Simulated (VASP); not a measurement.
Runs of VASP 6.6.1 on KI. Symmetry: Pm-3m, No. 221, cubic system. Conventional cell: a = 4.291 Å, b = 4.291 Å, c = 4.291 Å, α = 90.00°, β = 90.00°, γ = 90.00°. K (site symmetry m-3m) has 8 I at 3.72 Å and 6 K at 4.29 Å within 4.9 Å. I (site symmetry m-3m) has 8 K at 3.72 Å and 6 I at 4.29 Å within 4.9 Å. 

```tsv
level	k mesh	cutoff (eV)	smearing	grid for exact exchange (PRECFOCK)	screening parameter	share of exact exchange	gap on the mesh (eV)	pressure (GPa)
r2SCAN	4 × 4 × 4	520	gaussian 0.01 eV	-	-	-	(a)	0.1
PBE	4 × 4 × 4	500	methfessel-paxton 0.5 eV	-	-	-	3.33	0.5
PBE	4 × 4 × 4	500	fermi-dirac 0.5 eV	-	-	-	3.34	0.6
HSE06	4 × 4 × 4	520	gaussian 0.01 eV	Normal	0.2079 1/Å	-	4.30	0.3
PBE	2 × 2 × 2	500	gaussian 0.01 eV	-	-	-	3.23	2.4
PBE	4 × 4 × 4	520	gaussian 0.01 eV	-	-	-	3.33	0.6
HSE06	4 × 4 × 4	520	methfessel-paxton 0.05 eV	Normal	0.2079 1/Å	-	4.30	0.3
PBE-based screened hybrid	4 × 4 × 4	520	gaussian 0.01 eV	Normal	0.5 1/Å	0.5	(b)	0.2
```

Alike in all rows: task single point; potentials or basis VASP PAW PBE potentials, release 64 (K_sv, I); no spin polarisation; cell as given.

Task: Estimate the missing entries.

Result: (a) 4.04; (b) 4.27.

Caveats: some runs use coarse meshes; spin-orbit coupling is left out, which moves the levels of the heavy elements; the PAW data sets were made with another functional, which shifts forces and pressure a little (some runs).

A k mesh can miss the band edges, and the runs leave out spin-orbit coupling on I.
